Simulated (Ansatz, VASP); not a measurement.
## BP: VASP beside Ansatz

INCAR

```
SYSTEM = BP
  PREC = Accurate
  ENCUT = 520
  EDIFF = 1E-7
  ISMEAR = -1
  SIGMA = 0.08
  LREAL = .FALSE.
  LASPH = .TRUE.
  NELM = 80
  ALGO = Normal
  ISIF = 2
  LWAVE = .FALSE.
  LCHARG = .TRUE.
  GGA = PE
  LELF = .TRUE.
  LVHAR = .TRUE.
  NBANDS = 11
```

KPOINTS

```
Automatic mesh
0
G
  15 15 15
  0 0 0
```

File POSCAR:

```
BP
1.0
    0.0000000000      1.8632966377      1.8632966377
    1.8632966377      0.0000000000      1.8632966377
    1.8632966377      1.8632966377      0.0000000000
B P
1 1
Direct
    0.0000000000      0.0000000000      0.0000000000
    0.2500000000      0.2500000000      0.2500000000
```

Input for Ansatz:

```yaml
crystal:
  lattice:
    - [0.0, 1.8632966377, 1.8632966377]
    - [1.8632966377, 0.0, 1.8632966377]
    - [1.8632966377, 1.8632966377, 0.0]
  atoms:
    - { symbol: B, position: [0.0, 0.0, 0.0] }
    - { symbol: P, position: [0.25, 0.25, 0.25] }
kpoints:
  mp_grid: { grid: [15, 15, 15] }
  band_path:
    path:
      - [0.0, 0.0, 0.0]
      - [-0.5, -0.5, 0.0]
      - [-0.375, -0.375, 0.25]
      - [-0.375, 0.0, 0.375]
      - [0.0, 0.0, 0.0]
      - [0.0, 0.0, 0.5]
      - [-0.5, -0.25, 0.25]
      - [-0.5, -0.5, 0.0]
    npoints: 8
scf:
  occupations: { method: fermi_dirac, width: 0.08 }
hamiltonian:
  xc: pbe
  pseudopotentials: { kind: all_electron, lapw: { basis_error: 0.001 } }
output:
  forces: true
  stress: true
  eigenvalues: true
  populations: true
  dos: { projected: true, de: 0.2, e_range: [-14, 8] }
```

Change from the starting cell: volume scaled by 0.55, LAPW.

Alike in both runs: task single point; functional PBE; k mesh 15 × 15 × 15; occupations fermi-dirac, width 0.08 eV; no spin polarisation.

|  | VASP | Ansatz |
| --- | --- | --- |
| version | VASP 6.6.1 | Ansatz 0.2.0 |
| potentials or method | VASP PAW PBE potentials, release 64 (B, P), cutoff 520 eV | all-electron LAPW, scalar-relativistic |

Ansatz gave:

```
pressure (GPa) : 285.3
```

Question: Estimate VASP's values.

Answer: Pressure (GPa): 284.2.

Both programs put the cell under a high pressure, so it lies far from rest at this level. Ansatz ran all-electron here, and VASP with PAW potentials.

Noted on VASP's run: the cell as given lies far from equilibrium.
